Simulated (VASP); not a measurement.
# SnO2 (Pnnm) in VASP: notebook, part 2 of 2

VASP 6.6.1. The steps go on from the part before.

### Step 3. Single point, LDA (11.84 Å³/atom)

This run uses another cell than the first one, of 11.84 Å³/atom.

The input, INCAR:

```
PREC = Accurate ; ENCUT = 520
EDIFF = 1E-7 ; ISMEAR = 0
SIGMA = 0.05 ; LREAL = False
LASPH = True ; NELM = 80
ALGO = Normal ; ISIF = 2
LWAVE = False ; LCHARG = False
NBANDS = 35
```

The input, KPOINTS:

```
Automatic mesh
0
Gamma
  6 6 10
```

The input, POSCAR:

```
SnO2
1.0
    4.9135783990      0.0000000000      0.0000000000
    0.0000000000      4.6267768695      0.0000000000
    0.0000000000      0.0000000000      3.1254213049
Sn O
2 4
Direct
    0.5000000000      0.5000000000      0.5000000000
    0.0000000000      0.0000000000      0.0000000000
    0.3151594212      0.2948865390      0.0000000000
    0.8151594212      0.2051134610      0.5000000000
    0.1848405788      0.7948865390      0.5000000000
    0.6848405788      0.7051134610      0.0000000000
```

Potentials or basis: VASP PAW LDA potentials, release 64 (Sn_d, O).

Run with:

```console
$ cat potpaw_LDA.64/Sn_d/POTCAR potpaw_LDA.64/O/POTCAR > POTCAR
$ mpirun -np 1 vasp_std > vasp.out
```

OUTCAR:

```text
PREC = Accurate
   ENCUT = 520
   EDIFF = 1E-7
   ISMEAR = 0
   LREAL = False
   LASPH = True
   NELM = 80
   ISIF = 2

 ion  position               nearest neighbor table
   1  0.500  0.500  0.500-   3 2.04   6 2.04   3 2.04   6 2.04   5 2.06   4 2.06   2 3.72   2 3.72
                             2 3.72   2 3.72   2 3.72   2 3.72   2 3.72   2 3.72
   2  0.000  0.000  0.000-   4 2.04   5 2.04   4 2.04   5 2.04   3 2.06   6 2.06   1 3.72   1 3.72
                             1 3.72   1 3.72   1 3.72   1 3.72   1 3.72   1 3.72
   3  0.315  0.295  0.000-   1 2.04   1 2.04   2 2.06
   4  0.815  0.205  0.500-   2 2.04   2 2.04   1 2.06
   5  0.185  0.795  0.500-   2 2.04   2 2.04   1 2.06
   6  0.685  0.705  0.000-   1 2.04   1 2.04   2 2.06

  LATTYP: Found a simple orthorhombic cell.
 ALAT       =     3.1254213049
 B/A-ratio  =     1.4803690185
 C/A-ratio  =     1.5721331365

  Lattice vectors:

 A1 = (   0.0000000000,   0.0000000000,  -3.1254213049)
 A2 = (   0.0000000000,   4.6267768695,   0.0000000000)
 A3 = (   4.9135783990,   0.0000000000,   0.0000000000)

Analysis of symmetry for initial positions (statically):
=====================================================================
 Subroutine PRICEL returns:
 Original cell was already a primitive cell.

 Routine SETGRP: Setting up the symmetry group for a
 simple orthorhombic supercell.

 Subroutine GETGRP returns: Found  8 space group operations
 (whereof  4 operations were pure point group operations)
 out of a pool of  8 trial point group operations.

The static configuration has the point symmetry C_2h.
 The point group associated with its full space group is D_2h.

Analysis of symmetry for dynamics (positions and initial velocities):
=====================================================================
 Subroutine PRICEL returns:
 Original cell was already a primitive cell.

[... 137 lines left out ...]
  volume/ion in A,a.u.               =      11.84        79.92
  Fermi-wavevector in a.u.,A,eV,Ry     =   1.475302  2.787917 29.613299  2.176516
  Thomas-Fermi vector in A             =   2.589968
   LORBIT       =      0    0 simple, 1 ext, 2 COOP (PROOUT), +10 PAW based schemes
   GGA     = CA    functional components
   LHFCALC =     F    Hartree Fock is set to
   AEXX    =    0.0000 exact exchange contribution
   IVDW    =     0    specifies the selected vdW correction
   LEPSILON=     F    determine dielectric tensor
   LRPA    =     F    only Hartree local field effects (RPA)
 non-spin polarized calculation
 Gauss-broadening in eV      SIGMA  =   0.05
  energy-cutoff  :      520.00
  volume of cell :       71.05
 maximum number of plane-waves:      1940
 NGX is ok and might be reduce to    40
   NGX = 19   NGY = 17   NGZ = 11

 number of electron      51.9999984 magnetization

 Free energy of the ion-electron system (eV)
  ---------------------------------------------------
  ext. energy  EPLUGINS =         0.00000000
  ---------------------------------------------------
  free energy    TOTEN  =       -42.21682671 eV

  energy without entropy =      -42.21682671  energy(sigma->0) =      -42.21682671

 E-fermi :   6.1742     XC(G=0): -11.8320

 val. band max:        5.8823672040   @ k =   0.0000   0.0000   0.0000
 cond. band min:       7.2289578267   @ k =   0.0000   0.0000   0.0000
 fundamental gap:      1.3465906226
 Fermi energy:         6.1741607815

 k-point     1 :       0.0000    0.0000    0.0000
  band No.  band energies     occupation
      1     -15.0956      2.00000
      2     -14.3739      2.00000
      3     -14.0269      2.00000
      4     -14.0027      2.00000
      5     -14.0017      2.00000
      6     -13.8849      2.00000
[... 901 lines left out ...]
     34      17.7031      0.00000
     35      18.5175      0.00000

 [... further k-points ...]

------------------------ aborting loop because EDIFF is reached ----------------------------------------

  FORCE on cell =-STRESS in cart. coord.  units (eV):
  Direction    XX          YY          ZZ          XY          YZ          ZX
  --------------------------------------------------------------------------------------
  -------------------------------------------------------------------------------------
  Total       -1.1232639      0.7374040      3.2083215     -0.0000000      0.0000000      0.0000000
  in kB      -25.3283769     16.6276566     72.3441555     -0.0000000      0.0000000      0.0000000
  external PRESSURE =      21.2144784 kB  Pullay stress =       0.0000000 kB

 VOLUME and BASIS-vectors are now :
 -----------------------------------------------------------------------------
  energy-cutoff  :      520.00
  volume of cell :       71.05
      direct lattice vectors                 reciprocal lattice vectors
     4.913578399  0.000000000  0.000000000     0.203517664  0.000000000  0.000000000
     0.000000000  4.626776869  0.000000000     0.000000000  0.216133180  0.000000000
     0.000000000  0.000000000  3.125421305     0.000000000  0.000000000  0.319956864

 POSITION                                       TOTAL-FORCE (eV/Angst)
 -----------------------------------------------------------------------------------
      2.45679      2.31339      1.56271         0.000000      0.000000      0.000000
      0.00000      0.00000      0.00000         0.000000      0.000000      0.000000
      1.54856      1.36437      0.00000        -0.033130     -0.039256      0.000000
      4.00535      0.94901      1.56271        -0.033130      0.039256     -0.000000
      0.90823      3.67776      1.56271         0.033130     -0.039256      0.000000
      3.36502      3.26240      0.00000         0.033130      0.039256     -0.000000
 -----------------------------------------------------------------------------------
    total drift:                               -0.000000      0.000000      0.000000

  FREE ENERGIE OF THE ION-ELECTRON SYSTEM (eV)
  ---------------------------------------------------
  free  energy   TOTEN  =       -42.2168267075 eV

  energy  without entropy=      -42.2168267075  energy(sigma->0) =      -42.21682671
```

stdout:

```text
POSCAR found type information on POSCAR SnO
 POSCAR found :  2 types and       6 ions
 scaLAPACK will be used
 LDA part: xc-table for (Slater(with rela. corr.)+CA(PZ))
 , standard interpolation
 POSCAR, INCAR and KPOINTS ok, starting setup
 FFT: planning ... GRIDC
 FFT: planning ... GRID_SOFT
 FFT: planning ... GRID
 WAVECAR not read
 entering main loop
```

Wall time 3.7 min (1 thread of Intel Xeon 8259CL, shared host); peak memory 0.29 GiB.

What came out:

| Item | Value |
| --- | --- |
| Free energy | -42.2168 eV |
| Pressure | 2.1 GPa |
| Largest force | 0.051 eV/Å |
| Band gap on the k mesh | 1.35 eV |

Forces on the atoms (eV/Å):
```
Sn   0.000  0.000  0.000
Sn   0.000  0.000  0.000
O   -0.033 -0.039  0.000
O   -0.033  0.039  0.000
O    0.033 -0.039  0.000
O    0.033  0.039  0.000
```

Stress tensor (GPa, compression positive):
```
-2.53  0.00  0.00
 0.00  1.66  0.00
 0.00  0.00  7.23
```

Levels at points of the mesh, in eV from the valence-band top:
| k point | band 23 | band 24 | band 25 | band 26 | band 27 | band 28 | band 29 | band 30 |
| --- | --- | --- | --- | --- | --- | --- | --- | --- |
| (0.00, 0.00, 0.00) | -1.07 | -0.90 | -0.64 | 0.00 | 1.35 | 6.15 | 6.31 | 6.57 |
| (0.50, 0.00, 0.00) | -1.07 | -1.07 | -0.57 | -0.57 | 4.47 | 4.47 | 7.30 | 7.30 |
| (0.00, 0.50, 0.00) | -1.13 | -1.13 | -0.66 | -0.66 | 4.38 | 4.38 | 6.96 | 6.96 |
| (0.50, 0.50, 0.00) | -1.21 | -1.21 | -0.89 | -0.89 | 4.91 | 4.91 | 7.48 | 7.48 |
| (0.00, 0.00, 0.50) | -1.66 | -1.66 | -1.20 | -1.20 | 6.13 | 6.13 | 9.49 | 9.49 |
| (0.50, 0.00, 0.50) | -1.27 | -1.27 | -0.73 | -0.73 | 6.31 | 6.31 | 7.67 | 7.67 |
| (0.00, 0.50, 0.50) | -0.93 | -0.93 | -0.71 | -0.71 | 6.43 | 6.43 | 7.87 | 7.87 |
| (0.50, 0.50, 0.50) | -0.96 | -0.96 | -0.83 | -0.83 | 4.73 | 4.73 | 8.60 | 8.60 |

Caveat: spin-orbit coupling is left out, which moves the levels of the heavy elements.

### Step 4. Single point, LDA (11.84 Å³/atom)

This run uses another cell than the first one, of 11.84 Å³/atom.

The input, INCAR:

```
SYSTEM = SnO2
  PREC = Accurate
  ENCUT = 520
  EDIFF = 1E-6
  ISMEAR = 0
  SIGMA = 0.05
  LREAL = .FALSE.
  LASPH = .TRUE.
  NELM = 60
  ALGO = Normal
  ISIF = 2
  LWAVE = .FALSE.
  LCHARG = .FALSE.
  GGA = CA
  NBANDS = 35
```

The input, KPOINTS:

```
Automatic mesh
0
G
  6 6 10
  0 0 0
```

The input, POSCAR:

```
SnO2
1.0
    4.5342051604      0.0000000000      0.0000000000
    0.0000000000      4.8164484592      0.0000000000
    0.0000000000      0.0000000000      3.2535458382
Sn O
2 4
Direct
    0.5000000000      0.5000000000      0.5000000000
    0.0000000000      0.0000000000      0.0000000000
    0.2999197065      0.3131190100      0.0000000000
    0.7999197065      0.1868809900      0.5000000000
    0.2000802935      0.8131190100      0.5000000000
    0.7000802935      0.6868809900      0.0000000000
```

Potentials or basis: VASP PAW LDA potentials, release 64 (Sn_d, O).

Run with:

```console
$ cat potpaw_LDA.64/Sn_d/POTCAR potpaw_LDA.64/O/POTCAR > POTCAR
$ mpirun -np 1 vasp_std > vasp.out
```

OUTCAR:

```text
SYSTEM = SnO2
   PREC = Accurate
   ENCUT = 520
   EDIFF = 1E-6
   ISMEAR = 0
   LREAL = .FALSE.
   LASPH = .TRUE.
   NELM = 60
   ISIF = 2
   GGA = CA

 ion  position               nearest neighbor table
   1  0.500  0.500  0.500-   4 2.03   5 2.03   3 2.07   6 2.07   3 2.07   6 2.07   2 3.69   2 3.69
                             2 3.69   2 3.69   2 3.69   2 3.69   2 3.69   2 3.69
   2  0.000  0.000  0.000-   3 2.03   6 2.03   5 2.07   4 2.07   4 2.07   5 2.07   1 3.69   1 3.69
                             1 3.69   1 3.69   1 3.69   1 3.69   1 3.69   1 3.69
   3  0.300  0.313  0.000-   2 2.03   1 2.07   1 2.07
   4  0.800  0.187  0.500-   1 2.03   2 2.07   2 2.07
[... 1126 lines left out ...]
  Total        1.8009197      0.0158364     -1.7149899      0.0000000      0.0000000      0.0000000
  in kB       40.6087774      0.3570927    -38.6711541      0.0000000      0.0000000      0.0000000
  external PRESSURE =       0.7649053 kB  Pullay stress =       0.0000000 kB

 VOLUME and BASIS-vectors are now :
 -----------------------------------------------------------------------------
  energy-cutoff  :      520.00
  volume of cell :       71.05
      direct lattice vectors                 reciprocal lattice vectors
     4.534205160  0.000000000  0.000000000     0.220545821  0.000000000  0.000000000
     0.000000000  4.816448459  0.000000000     0.000000000  0.207621863  0.000000000
     0.000000000  0.000000000  3.253545838     0.000000000  0.000000000  0.307356973

 POSITION                                       TOTAL-FORCE (eV/Angst)
 -----------------------------------------------------------------------------------
      2.26710      2.40822      1.62677         0.000000      0.000000      0.000000
      0.00000      0.00000      0.00000         0.000000      0.000000      0.000000
      1.35990      1.50812      0.00000        -0.010280     -0.005322      0.000000
      3.62700      0.90010      1.62677        -0.010280      0.005322      0.000000
      0.90721      3.91635      1.62677         0.010280     -0.005322      0.000000
      3.17431      3.30833      0.00000         0.010280      0.005322      0.000000
 -----------------------------------------------------------------------------------
    total drift:                                0.000000      0.000000      0.000000

  FREE ENERGIE OF THE ION-ELECTRON SYSTEM (eV)
  ---------------------------------------------------
  free  energy   TOTEN  =       -42.2275162744 eV

  energy  without entropy=      -42.2275162744  energy(sigma->0) =      -42.22751627
```

Wall time 3.6 min (1 thread of Intel Xeon 8259CL, shared host); peak memory 0.28 GiB.

Results:

```yaml
Free_energy: -42.2275 eV
Pressure: 0.1 GPa
Largest_force: 0.012 eV/Å
Band_gap_on_the_k_mesh: 1.16 eV
```

Forces on the atoms (eV/Å):
```
Sn   0.000  0.000  0.000
Sn   0.000  0.000  0.000
O   -0.010 -0.005  0.000
O   -0.010  0.005  0.000
O    0.010 -0.005  0.000
O    0.010  0.005  0.000
```

Stress tensor (GPa, compression positive):
```
 4.06  0.00  0.00
 0.00  0.04  0.00
 0.00  0.00 -3.87
```

Caveat: spin-orbit coupling is left out, which moves the levels of the heavy elements.

### Step 5. The runs side by side

| cell | gap on the mesh (eV) | pressure (GPa) | largest force (eV/Å) |
| --- | --- | --- | --- |
| a = 4.410, b = 4.684, c = 3.164 Å, 6 atoms, atomic positions A | 2.38 | 19.3 | 0.02 |
| a = 4.914, b = 4.627, c = 3.125 Å, 6 atoms, atomic positions B | 1.35 | 2.1 | 0.05 |
| a = 4.534, b = 4.816, c = 3.254 Å, 6 atoms, atomic positions C | 1.16 | 0.1 | 0.01 |

Alike in all rows: task single point; level LDA; potentials or basis VASP PAW LDA potentials, release 64 (Sn_d, O); no spin polarisation; k mesh 6 × 6 × 10; cutoff (eV) 520; smearing gaussian 0.05 eV.

Caveats: spin-orbit coupling is left out, which moves the levels of the heavy elements; the cell stands under pressure (at least some runs).

Absolute energies hang on the potentials; compare differences alone.
